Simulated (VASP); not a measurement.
# GaN (P6_3mc) in VASP: notebook, part 2 of 2

VASP 6.6.1. Earlier steps stand in the parts before.

**3. Single point, PBEsol (strain -0.015 along x and y, +0.000 along z)**

Contents of INCAR:

```
SYSTEM = GaN
  ALGO = Normal
  EDIFF = 1E-7
  ENCUT = 520
  GGA = PS
  ISIF = 2
  ISMEAR = 0
  LASPH = .TRUE.
  LCHARG = .FALSE.
  LREAL = .FALSE.
  LWAVE = .FALSE.
  NBANDS = 26
  NELM = 80
  PREC = Accurate
  SIGMA = 0.05
```

Contents of KPOINTS:

```
k-points
0
G
  12 12 6
  0 0 0
```

Contents of POSCAR:

```
GaN
1.0
    3.1348398099      0.0000000000      0.0000000000
   -1.5674199049      2.7148509121      0.0000000000
    0.0000000000      0.0000000000      5.1854260795
Ga N
2 2
Direct
    0.3333333333      0.6666666667      0.9991941071
    0.6666666667      0.3333333333      0.4991941071
    0.3333333333      0.6666666667      0.3758058929
    0.6666666667      0.3333333333      0.8758058929
```

Potentials or basis: VASP PAW PBE potentials, release 64 (Ga_d, N).

Command:

```console
cat potpaw_PBE.64/Ga_d/POTCAR potpaw_PBE.64/N/POTCAR > POTCAR
mpirun -np 1 vasp_std > vasp.out
```

OUTCAR:

```text
SYSTEM = GaN
   EDIFF = 1E-7
   ENCUT = 520
   GGA = PS
   ISIF = 2
   ISMEAR = 0
   LASPH = .TRUE.
   LREAL = .FALSE.
   NELM = 80
   PREC = Accurate

 ion  position               nearest neighbor table
   1  0.333  0.667  0.999-   4 1.92   4 1.92   4 1.92   3 1.95
   2  0.667  0.333  0.499-   3 1.92   3 1.92   3 1.92   4 1.95
   3  0.333  0.667  0.376-   2 1.92   2 1.92   2 1.92   1 1.95
   4  0.667  0.333  0.876-   1 1.92   1 1.92   1 1.92   2 1.95

  LATTYP: Found a hexagonal cell.
 ALAT       =     3.1348398099
 C/A-ratio  =     1.6541279280

  Lattice vectors:

 A1 = (   3.1348398099,   0.0000000000,   0.0000000000)
 A2 = (  -1.5674199049,   2.7148509121,   0.0000000000)
 A3 = (   0.0000000000,   0.0000000000,   5.1854260795)

Analysis of symmetry for initial positions (statically):
=====================================================================
 Subroutine PRICEL returns:
 Original cell was already a primitive cell.

 Routine SETGRP: Setting up the symmetry group for a
 hexagonal supercell.
[... 167 lines left out ...]
  ---------------------------------------------------
  ext. energy  EPLUGINS =         0.00000000
  ---------------------------------------------------
  free energy    TOTEN  =       -26.23599193 eV

  energy without entropy =      -26.23599193  energy(sigma->0) =      -26.23599193

 E-fermi :   5.8889     XC(G=0): -12.0929

 val. band max:        5.5915992496   @ k =   0.0000   0.0000   0.0000
 cond. band min:       7.6396641212   @ k =   0.0000   0.0000   0.0000
 fundamental gap:      2.0480648716
 Fermi energy:         5.8888712389

 k-point     1 :       0.0000    0.0000    0.0000
  band No.  band energies     occupation
      1     -10.7141      2.00000
      2      -9.6623      2.00000
      3      -7.8639      2.00000
      4      -7.8519      2.00000
      5      -7.8519      2.00000
      6      -7.7865      2.00000
[... 685 lines left out ...]
     25      16.9715      0.00000
     26      18.7772      0.00000

 [... further k-points ...]
[... 5 lines left out ...]
  --------------------------------------------------------------------------------------
  -------------------------------------------------------------------------------------
  Total        2.2075326      2.2075326      0.4869804      0.0000000      0.0000000      0.0000000
  in kB       80.1441692     80.1441692     17.6797549      0.0000000      0.0000000      0.0000000
  external PRESSURE =      59.3226978 kB  Pullay stress =       0.0000000 kB

 VOLUME and BASIS-vectors are now :
 -----------------------------------------------------------------------------
  energy-cutoff  :      520.00
  volume of cell :       44.13
      direct lattice vectors                 reciprocal lattice vectors
     3.134839810  0.000000000  0.000000000     0.318995566  0.184172176  0.000000000
    -1.567419905  2.714850912  0.000000000     0.000000000  0.368344352  0.000000000
     0.000000000  0.000000000  5.185426080     0.000000000  0.000000000  0.192848183

 POSITION                                       TOTAL-FORCE (eV/Angst)
 -----------------------------------------------------------------------------------
     -0.00000      1.80990      5.18125        -0.000000     -0.000000      0.173926
      1.56742      0.90495      2.58853         0.000000      0.000000      0.173926
     -0.00000      1.80990      1.94871        -0.000000     -0.000000     -0.173926
      1.56742      0.90495      4.54143         0.000000     -0.000000     -0.173926
 -----------------------------------------------------------------------------------
    total drift:                               -0.000001     -0.000001     -0.000452

  FREE ENERGIE OF THE ION-ELECTRON SYSTEM (eV)
  ---------------------------------------------------
  free  energy   TOTEN  =       -26.2359919334 eV

  energy  without entropy=      -26.2359919334  energy(sigma->0) =      -26.23599193
```

stdout:

```text
POSCAR found type information on POSCAR GaN
 POSCAR found :  2 types and       4 ions
 scaLAPACK will be used
 -----------------------------------------------------------------------------
|                                                                             |
|                                                                             |
|     You enforced a specific xc type in the INCAR file but a different       |
|     I HOPE YOU KNOW WHAT YOU ARE DOING!                                     |
|                                                                             |
 -----------------------------------------------------------------------------

 LDA part: xc-table for (Slater+PW92), standard interpolation
 POSCAR, INCAR and KPOINTS ok, starting setup
 FFT: planning ... GRIDC
 FFT: planning ... GRID_SOFT
 FFT: planning ... GRID
 WAVECAR not read
 entering main loop
```

Run time: 40 s. Hardware: 1 thread of Intel Xeon 6975P-C (Granite Rapids), shared host; peak memory 0.2 GiB.

Results:

| Property | Result |
| --- | --- |
| Free energy | -26.2360 eV |
| Pressure | 5.9 GPa |
| Largest force | 0.174 eV/Å |
| Band gap on the k mesh | 2.05 eV, direct |

Forces in eV/Å, atoms in the order of the input:
```
Ga   0.000  0.000  0.174
Ga   0.000  0.000  0.174
N    0.000  0.000 -0.174
N    0.000  0.000 -0.174
```

Levels at points of the mesh, in eV from the valence-band top:
| k point | band 15 | band 16 | band 17 | band 18 | band 19 | band 20 | band 21 | band 22 |
| --- | --- | --- | --- | --- | --- | --- | --- | --- |
| (0.00, 0.00, 0.00) | -1.03 | -0.10 | 0.00 | 0.00 | 2.05 | 4.54 | 9.16 | 10.11 |
| (0.50, 0.00, 0.00) | -4.41 | -2.85 | -2.35 | -1.09 | 5.11 | 5.64 | 5.93 | 8.76 |
| (0.00, 0.00, 0.50) | -0.53 | -0.53 | -0.53 | -0.53 | 4.45 | 4.45 | 8.44 | 8.44 |
| (0.50, 0.00, 0.50) | -2.06 | -2.06 | -2.04 | -2.04 | 4.34 | 4.34 | 7.84 | 7.84 |

Caveat: the cell differs from its parent crystal (strain -0.015 along x and y, +0.000 along z); the PAW data sets were made with another functional, which shifts forces and pressure a little.

**4. Single point, PBEsol (strain +0.000 along x and y, -0.015 along z)**

Contents of INCAR:

```
SYSTEM = GaN
PREC     = Accurate       ! precision mode
ENCUT    = 520            ! plane-wave cutoff, eV
EDIFF    = 1E-6           ! SCF threshold, eV
ISMEAR   = 0              ! smearing method
SIGMA    = 0.05           ! smearing width, eV
LREAL    = .False.        ! projectors in reciprocal space
LASPH    = .True.         ! aspherical terms in the spheres
NELM     = 60             ! most SCF steps
ALGO     = Normal         ! electronic algorithm
ISIF     = 2              ! what is computed and relaxed
LWAVE    = .False.        ! write WAVECAR
LCHARG   = .False.        ! write CHGCAR
GGA      = PS             ! functional
NBANDS   = 26             ! bands
```

Contents of KPOINTS:

```
Automatic mesh
0
Gamma
  12 12 6
  0 0 0
```

Contents of POSCAR:

```
GaN
1.0
    3.1825784872      0.0000000000      0.0000000000
   -1.5912892436      2.7561938194      0.0000000000
    0.0000000000      0.0000000000      5.1076446883
Ga N
2 2
Direct
    0.3333333333      0.6666666667      0.9991941071
    0.6666666667      0.3333333333      0.4991941071
    0.3333333333      0.6666666667      0.3758058929
    0.6666666667      0.3333333333      0.8758058929
```

Command:

```console
cat potpaw_PBE.64/Ga_d/POTCAR potpaw_PBE.64/N/POTCAR > POTCAR
mpirun -np 1 vasp_std > vasp.out
```

Wall time 31 s (1 thread of Intel Xeon 6975P-C (Granite Rapids), shared host); peak memory 0.2 GiB.

The run converged. Its results:

```
Free energy            : -26.2543 eV
Pressure               : 2.8 GPa
Largest force          : 0.172 eV/Å
Band gap on the k mesh : 2.03 eV, direct
```

Forces in eV/Å, atoms in the order of the input:
```
Ga   0.000  0.000 -0.172
Ga   0.000  0.000 -0.172
N    0.000  0.000  0.172
N    0.000  0.000  0.172
```

Stress tensor (GPa, compression positive):
```
0.78 0.00 0.00
0.00 0.78 0.00
0.00 0.00 6.93
```

Levels at points of the mesh, in eV from the valence-band top:
```tsv
k point	band 15	band 16	band 17	band 18	band 19	band 20	band 21	band 22
(0.00, 0.00, 0.00)	-1.13	0.00	0.00	0.00	2.03	4.18	9.33	9.79
(0.50, 0.00, 0.00)	-4.35	-2.89	-2.30	-1.00	4.90	5.63	6.10	8.75
(0.00, 0.00, 0.50)	-0.58	-0.58	-0.58	-0.58	4.27	4.27	8.56	8.56
(0.50, 0.00, 0.50)	-2.02	-2.02	-1.89	-1.89	4.39	4.39	7.85	7.85
```

Caveat: the cell differs from its parent crystal (strain +0.000 along x and y, -0.015 along z); the PAW data sets were made with another functional, which shifts forces and pressure a little.

**5. Summary**

```tsv
cell	gap on the mesh (eV)	pressure (GPa)	largest force (eV/Å)
a = 3.183, b = 3.183, c = 5.030 Å, angles 90.0, 90.0, 120.0°, 4 atoms	2.11	6.2	0.40
a = 3.135, b = 3.135, c = 5.185 Å, angles 90.0, 90.0, 120.0°, 4 atoms	2.05	5.9	0.17
a = 3.183, b = 3.183, c = 5.108 Å, angles 90.0, 90.0, 120.0°, 4 atoms	2.03	2.8	0.17
```

Alike in all rows: task single point; level PBEsol; potentials or basis VASP PAW PBE potentials, release 64 (Ga_d, N); no spin polarisation; k mesh 12 × 12 × 6; cutoff (eV) 520; smearing gaussian 0.05 eV.

Caveats: the PAW data sets were made with another functional, which shifts forces and pressure a little.

Total energies depend on the potentials used, so only differences within one code and one set of settings carry meaning.
